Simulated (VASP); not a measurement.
# TiSi16 (a cell with a defect) in VASP: notebook

Runs on TiSi16 (a cell with a defect). Level: PBE. Tasks: single point.

Program: VASP 6.6.1. These are calculated values, not measurements. Logs are shortened: lines on timing, memory, paths and dates and some standing lists are left out, and cuts for length are marked.

### Step 1. The cell of the first run

The cell holds a defect, 17 atoms: a = 7.679 Å, b = 7.679 Å, c = 7.679 Å, α = 60.00°, β = 60.00°, γ = 60.00°.

### Step 2. Single point, PBE

Contents of INCAR:

```
PREC = Accurate ; ENCUT = 520
EDIFF = 1E-6 ; ISMEAR = 0
SIGMA = 0.02 ; LREAL = Auto
LASPH = T ; NELM = 100
ALGO = Normal ; ISIF = 2
LWAVE = F ; LCHARG = F
GGA = PE ; NBANDS = 52
```

Contents of KPOINTS:

```
regular mesh
0
Gamma
  2 2 2
```

Contents of POSCAR:

```
TiSi16
1.0
    0.0000000000      5.4300000000      5.4300000000
    5.4300000000      0.0000000000      5.4300000000
    5.4300000000      5.4300000000      0.0000000000
Si Ti
16 1
Direct
   -0.0122126603     -0.0016627024      0.0054035602
    0.1101506083      0.1255721957      0.1380120196
   -0.0139805047      0.0088921524      0.5000378110
    0.1128472706      0.1204863240      0.6240886229
   -0.0122766733      0.5089102736      0.0040273431
    0.1206286021      0.6254554472      0.1276734835
   -0.0119493549      0.5057702409      0.5020202212
    0.1113583738      0.6455128901      0.6227447393
    0.4921634798      0.0010703071      0.0054301738
    0.6141936684      0.1297745222      0.1281174036
    0.4930061266     -0.0041558983      0.5019012944
    0.6245312144      0.1258331575      0.6228246569
    0.4913065539      0.5002824896      0.0068232830
    0.6139321953      0.6275038592      0.1276375410
    0.4916563329      0.5096028590      0.5016484048
    0.6145790390      0.6240142676      0.6364366568
    0.2383178284      0.2559782147      0.7512215849
```

Potentials or basis: VASP PAW PBE potentials, release 64 (Si, Ti_sv).

Started as:

```console
cat potpaw_PBE.64/Si/POTCAR potpaw_PBE.64/Ti_sv/POTCAR > POTCAR
mpirun -np 1 vasp_std > vasp.out
```

OUTCAR:

```text
PREC = Accurate
   ENCUT = 520
   EDIFF = 1E-6
   ISMEAR = 0
   LREAL = Auto
   LASPH = T
   NELM = 100
   ISIF = 2
   GGA = PE

 ion  position               nearest neighbor table
   1  0.988  0.998  0.005-   6 2.34  10 2.34   4 2.39   2 2.40  17 2.76
   2  0.110  0.126  0.138-   3 2.27   9 2.40   1 2.40   5 2.40  17 2.43
   3  0.986  0.009  0.500-  12 2.27   2 2.27   4 2.27   8 2.28
   4  0.113  0.120  0.624-   3 2.27  11 2.38   1 2.39   7 2.42  17 2.43
   5  0.988  0.509  0.004-   6 2.34  14 2.34   8 2.39   2 2.40  17 2.75
   6  0.121  0.625  0.128-  13 2.32   1 2.34   5 2.34   7 2.35
   7  0.988  0.506  0.502-  16 2.34   6 2.35   8 2.41   4 2.42  17 2.71
   8  0.111  0.646  0.623-   3 2.28  15 2.39   5 2.39   7 2.41  17 2.44
   9  0.492  0.001  0.005-  10 2.34  14 2.34   2 2.40  12 2.40  17 2.76
  10  0.614  0.130  0.128-  13 2.32   9 2.34   1 2.34  11 2.34
  11  0.493  0.996  0.502-  16 2.33  10 2.34   4 2.38  12 2.40  17 2.77
  12  0.625  0.126  0.623-   3 2.27  11 2.40   9 2.40  15 2.41  17 2.42
  13  0.491  0.500  0.007-  16 2.32  10 2.32  14 2.32   6 2.32
  14  0.614  0.628  0.128-  13 2.32   9 2.34   5 2.34  15 2.35
  15  0.492  0.510  0.502-  16 2.33  14 2.35   8 2.39  12 2.41  17 2.75
  16  0.615  0.624  0.636-  13 2.32  11 2.33  15 2.33   7 2.34
  17  0.238  0.256  0.751-  12 2.42   2 2.43   4 2.43   8 2.44   7 2.71   5 2.75  15 2.75   9 2.76
                             1 2.76  11 2.77

  LATTYP: Found a face centered cubic cell.
 ALAT       =    10.8600000000

  Lattice vectors:

 A1 = (   0.0000000000,   5.4300000000,   5.4300000000)
 A2 = (   5.4300000000,   0.0000000000,   5.4300000000)
 A3 = (   5.4300000000,   5.4300000000,   0.0000000000)

Analysis of symmetry for initial positions (statically):
=====================================================================
 Subroutine PRICEL returns:
 Original cell was already a primitive cell.

 Routine SETGRP: Setting up the symmetry group for a
 face centered cubic supercell.

 Subroutine GETGRP returns: Found  1 space group operations
 (whereof  1 operations were pure point group operations)
 out of a pool of 48 trial point group operations.

The static configuration has the point symmetry C_1 .

Analysis of symmetry for dynamics (positions and initial velocities):
=====================================================================
 Subroutine PRICEL returns:
 Original cell was already a primitive cell.

 Routine SETGRP: Setting up the symmetry group for a
 face centered cubic supercell.

 Subroutine GETGRP returns: Found  1 space group operations
 (whereof  1 operations were pure point group operations)
 out of a pool of 48 trial point group operations.

The dynamic configuration has the point symmetry C_1 .

 Subroutine INISYM returns: Found  1 space group operations
 (whereof  1 operations are pure point group operations),
 and found     1 'primitive' translations

----------------------------------------------------------------------------------------

                                     Primitive cell

  volume of cell :     320.2060

  direct lattice vectors                    reciprocal lattice vectors
     0.000000000  5.430000000  5.430000000    -0.092081031  0.092081031  0.092081031
     5.430000000  0.000000000  5.430000000     0.092081031 -0.092081031  0.092081031
     5.430000000  5.430000000  0.000000000     0.092081031  0.092081031 -0.092081031

  length of vectors
     7.679179644  7.679179644  7.679179644     0.159489025  0.159489025  0.159489025

  position of ions in fractional coordinates (direct lattice)
     0.987787340  0.998337298  0.005403560
     0.110150608  0.125572196  0.138012020
     0.986019495  0.008892152  0.500037811
     0.112847271  0.120486324  0.624088623
     0.987723327  0.508910274  0.004027343
     0.120628602  0.625455447  0.127673483
[... 9 lines left out ...]
     0.614579039  0.624014268  0.636436657
     0.238317828  0.255978215  0.751221585

  ion indices of the primitive-cell ions
   primitive index   ion index
                 1           1
                 2           2
                 3           3
                 4           4
                 5           5
                 6           6
[... 9 lines left out ...]
                16          16
                17          17

----------------------------------------------------------------------------------------

 KPOINTS: regular mesh

Automatic generation of k-mesh.
 Grid dimensions read from file:
 generate k-points for:    2    2    2

 Generating k-lattice:

  Cartesian coordinates                     Fractional coordinates (reciprocal lattice)
    -0.046040516  0.046040516  0.046040516     0.500000000  0.000000000  0.000000000
     0.046040516 -0.046040516  0.046040516     0.000000000  0.500000000  0.000000000
     0.046040516  0.046040516 -0.046040516     0.000000000  0.000000000  0.500000000

  Length of vectors
     0.079744512  0.079744512  0.079744512

  Shift w.r.t. Gamma in fractional coordinates (k-lattice)
     0.000000000  0.000000000  0.000000000

 Subroutine IBZKPT returns following result:
 ===========================================

 Found      8 irreducible k-points:

 Following reciprocal coordinates:
            Coordinates               Weight
  0.000000  0.000000  0.000000      1.000000
  0.500000  0.000000  0.000000      1.000000
  0.000000  0.500000  0.000000      1.000000
  0.000000  0.000000  0.500000      1.000000
  0.500000  0.500000  0.500000      1.000000
  0.500000  0.500000  0.000000      1.000000
  0.000000  0.500000  0.500000      1.000000
  0.500000  0.000000  0.500000      1.000000
   k-points           NKPTS =      8   k-points in BZ     NKDIM =      8   number of bands    NBANDS=     52
   number of dos      NEDOS =    301   number of ions     NIONS =     17
   total plane-waves  NPLWV = 216000
   dimension x,y,z NGX =    60 NGY =   60 NGZ =   60
   dimension x,y,z NGXF=   120 NGYF=  120 NGZF=  120
   ions per type =              16   1
   NGX,Y,Z   is equivalent  to a cutoff of  12.99, 12.99, 12.99 a.u.
   NGXF,Y,Z  is equivalent  to a cutoff of  25.98, 25.98, 25.98 a.u.
 SYSTEM =  unknown system
   PREC   = accura    normal or accurate (medium, high low for compatibility)
   ISTART =      0    job   : 0-new  1-cont  2-samecut
   ICHARG =      2    charge: 1-file 2-atom 10-const
   ISPIN  =      1    spin polarized calculation?
   LNONCOLLINEAR =      F non collinear calculations
   LSORBIT =      F    spin-orbit coupling
   LASPH  =      T    aspherical Exc in radial PAW
   ENCUT  =  520.0 eV  38.22 Ry    6.18 a.u.  14.28 14.28 14.28*2*pi/ulx,y,z
   NELM   =    100;   NELMIN=  2; NELMDL= -5     # of ELM steps
   EDIFF  = 0.1E-05   stopping-criterion for ELM
   LREAL  =      T    real-space projection
   EDIFFG = 0.1E-04   stopping-criterion for IOM
   NSW    =      0    number of steps for IOM
   IBRION =     -1    ionic relax: 0-MD 1-quasi-New 2-CG
   NFREE  =      0    steps in history (QN), initial steepest desc. (CG)
   ISIF   =      2    stress and relaxation
   ISYM   =      2    0-nonsym 1-usesym 2-fastsym
   POTIM  = 0.5000    time-step for ionic-motion
   TEBEG  =    0.0;   TEEND  =   0.0 temperature during run
   PSTRESS=    0.0 pullay stress
   NELECT =      76.0000    total number of electrons
   NUPDOWN=      -1.0000    fix difference up-down
   EMIN   =  10.00;   EMAX   =-10.00  energy-range for DOS
   EFERMI =   0.00;   METHOD = LEGACY
   ISMEAR =     0;   SIGMA  =   0.02  broadening in eV -4-tet -1-fermi 0-gaus
   EFERMI_NEDOS =   21; number of points for ismear=-14 and -15
   IALGO  =     38    algorithm
   IMIX   =      4    mixing-type and parameters
     AMIX     =   0.40;   BMIX     =  1.00
     AMIX_MAG =   1.60;   BMIX_MAG =  1.00
  volume/ion in A,a.u.               =      18.84       127.11
  Fermi-wavevector in a.u.,A,eV,Ry     =   1.013607  1.915439 13.978610  1.027399
  Thomas-Fermi vector in A             =   2.146786
   LORBIT       =      0    0 simple, 1 ext, 2 COOP (PROOUT), +10 PAW based schemes
   GGA     = PE    functional components
   LHFCALC =     F    Hartree Fock is set to
   AEXX    =    0.0000 exact exchange contribution
   IVDW    =     0    specifies the selected vdW correction
   LEPSILON=     F    determine dielectric tensor
   LRPA    =     F    only Hartree local field effects (RPA)
 non-spin polarized calculation
 Gauss-broadening in eV      SIGMA  =   0.02
  energy-cutoff  :      520.00
  volume of cell :      320.21
 maximum number of plane-waves:      8646
 NGX is ok and might be reduce to    60
   NGX = 29   NGY = 29   NGZ = 29

 number of electron      76.0000001 magnetization

 Free energy of the ion-electron system (eV)
  ---------------------------------------------------
  ext. energy  EPLUGINS =         0.00000000
  ---------------------------------------------------
  free energy    TOTEN  =       -92.20409878 eV

  energy without entropy =      -92.20071871  energy(sigma->0) =      -92.20240875

 E-fermi :   6.9132     XC(G=0):  -9.7517

 val. band max:        6.9018891871   @ k =   0.0000   0.0000   0.5000
 cond. band min:       6.9190669474   @ k =   0.5000   0.0000   0.0000
 fundamental gap:      0.0171777603
 Fermi energy:         6.9132339789

 k-point     1 :       0.0000    0.0000    0.0000
  band No.  band energies     occupation
      1     -49.8871      2.00000
      2     -26.2779      2.00000
      3     -26.2556      2.00000
      4     -26.2425      2.00000
      5      -5.7208      2.00000
      6      -3.5144      2.00000
[... 42 lines left out ...]
     49       8.1818      0.00000
     50       8.4681      0.00000

 k-point     2 :       0.5000    0.0000    0.0000
  band No.  band energies     occupation
      1     -49.8871      2.00000
      2     -26.2779      2.00000
      3     -26.2556      2.00000
      4     -26.2425      2.00000
      5      -5.0099      2.00000
      6      -4.8045      2.00000
[... 310 lines left out ...]
 k-point     8 :       0.5000    0.0000    0.5000
  band No.  band energies     occupation
      1     -49.8871      2.00000
      2     -26.2779      2.00000
      3     -26.2556      2.00000
      4     -26.2425      2.00000
      5      -4.6844      2.00000
      6      -4.6110      2.00000
[... 42 lines left out ...]
     49       9.8821      0.00000
     50      10.5507      0.00000
 [bands above 50 left out]

------------------------ aborting loop because EDIFF is reached ----------------------------------------

  FORCE on cell =-STRESS in cart. coord.  units (eV):
  Direction    XX          YY          ZZ          XY          YZ          ZX
  --------------------------------------------------------------------------------------
  -------------------------------------------------------------------------------------
  Total        7.9292032      8.2244137      7.9152621     -0.0790049      0.1082021      0.2092242
  in kB       39.6744253     41.1515358     39.6046699     -0.3953076      0.5413984      1.0468706
  external PRESSURE =      40.1435437 kB  Pullay stress =       0.0000000 kB

 VOLUME and BASIS-vectors are now :
 -----------------------------------------------------------------------------
  energy-cutoff  :      520.00
  volume of cell :      320.21
      direct lattice vectors                 reciprocal lattice vectors
     0.000000000  5.430000000  5.430000000    -0.092081031  0.092081031  0.092081031
     5.430000000  0.000000000  5.430000000     0.092081031 -0.092081031  0.092081031
     5.430000000  5.430000000  0.000000000     0.092081031  0.092081031 -0.092081031

 POSITION                                       TOTAL-FORCE (eV/Angst)
 -----------------------------------------------------------------------------------
      5.45031      5.39303     10.78466        -0.001209     -0.001853     -0.001145
      1.43126      1.34752      1.27997         0.001709     -0.009672      0.009921
      2.76349      8.06929      5.40237        -0.005785      0.008179     -0.007644
      4.04304      4.00156      1.26700         0.009509     -0.004280      0.004052
      2.78525      5.38521      8.12672         0.015562      0.003320     -0.003474
      4.08949      1.34828      4.05124         0.005664      0.005576     -0.007094
[... 9 lines left out ...]
      6.84425      6.79302      6.72556        -0.007224      0.005643      0.007516
      5.46909      5.37320      2.68403        -0.011414      0.008108      0.000837
 -----------------------------------------------------------------------------------
    total drift:                               -0.007549      0.001876     -0.005156

  FREE ENERGIE OF THE ION-ELECTRON SYSTEM (eV)
  ---------------------------------------------------
  free  energy   TOTEN  =       -92.2040987842 eV

  energy  without entropy=      -92.2007187061  energy(sigma->0) =      -92.20240875
```

Wall time 8.1 min (1 thread of AMD EPYC 7R13, shared host); peak memory 0.47 GiB.

Results:

```
Free energy            : -92.2041 eV
Pressure               : 4.0 GPa
Largest force          : 0.016 eV/Å
Band gap on the k mesh : zero (bands 38 and 39 overlap by 0.40 eV)
```

Forces in eV/Å, atoms in the order of the input:
```
Si  -0.001 -0.002 -0.001
Si   0.002 -0.010  0.010
Si  -0.006  0.008 -0.008
Si   0.010 -0.004  0.004
Si   0.016  0.003 -0.003
Si   0.006  0.006 -0.007
Si  -0.007 -0.013  0.000
Si  -0.006  0.007 -0.013
Si  -0.003  0.002 -0.002
Si  -0.002  0.005 -0.002
Si  -0.006 -0.005  0.004
Si   0.013 -0.006 -0.005
Si   0.005 -0.005  0.004
Si   0.005  0.005  0.004
Si  -0.007 -0.005  0.007
Si  -0.007  0.006  0.008
Ti  -0.011  0.008  0.001
```

Levels at points of the mesh, in eV from the Fermi level:
```tsv
k point	band 34	band 35	band 36	band 37	band 38	band 39	band 40	band 41	band 42	band 43
(0.00, 0.00, 0.00)	-0.98	-0.97	-0.96	-0.43	-0.39	-0.35	-0.11	-0.06	0.27	0.86
(0.50, 0.00, 0.00)	-1.95	-1.35	-1.34	-0.28	0.01	0.08	0.45	0.48	0.85	1.23
(0.00, 0.50, 0.00)	-1.95	-1.36	-1.34	-0.24	0.05	0.07	0.45	0.45	0.79	1.25
(0.00, 0.00, 0.50)	-1.95	-1.35	-1.35	-0.27	-0.01	0.08	0.45	0.47	0.85	1.23
(0.50, 0.50, 0.50)	-1.95	-1.36	-1.34	-0.25	0.04	0.08	0.45	0.46	0.81	1.25
(0.50, 0.50, 0.00)	-1.99	-1.99	-1.86	-0.68	-0.02	0.57	0.59	1.12	1.35	1.73
(0.00, 0.50, 0.50)	-2.00	-1.99	-1.86	-0.68	-0.02	0.57	0.59	1.12	1.35	1.73
(0.50, 0.00, 0.50)	-1.98	-1.98	-1.88	-0.69	-0.02	0.57	0.62	1.12	1.34	1.76
```

Caveat: the k points lie up to 0.50 Å⁻¹ apart.

(Part 1 of 2 ends here.)

The gap in the log of VASP goes by the Fermi energy; the results here count the filled bands.